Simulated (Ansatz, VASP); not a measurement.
Two plane-wave programs on P

```xyz
1
Lattice="4.2729 0.0000 0.0000 0.0000 4.2729 0.0000 0.0000 0.0000 4.6078" Properties=species:S:1:pos:R:3 pbc="T T T"
P     0.0000    0.0000    0.0000
```

Change from the starting cell: strain +0.0525 x Voigt [0, 0, 1, 0, 0, 0], atoms carried along.

Alike in both runs: task single point; functional PBEsol; dispersion D3(BJ); k mesh 12 × 12 × 12; occupations gaussian, width 0.15 eV; no spin polarisation.

|  | VASP | Ansatz |
| --- | --- | --- |
| version | VASP 6.6.1 | Ansatz 0.2.0 |
| potentials or method | VASP PAW PBE potentials, release 64 (P), cutoff 500 eV | scalar-relativistic, plane waves, PAW |
| valence electrons in the cell | 5 | 5 |

```csv
,VASP,Ansatz,Ansatz less VASP
gap on the k mesh at the Fermi level (eV),none,none,-
pressure (GPa),-3.6,-3.6,+0.01
"traceless stress, the component that is largest in VASP (GPa)",0.81,0.81,+0.001
```

VASP's potentials were made for PBE, not for PBEsol. A gap of «none» marks a metal or a gap that the smearing closes.
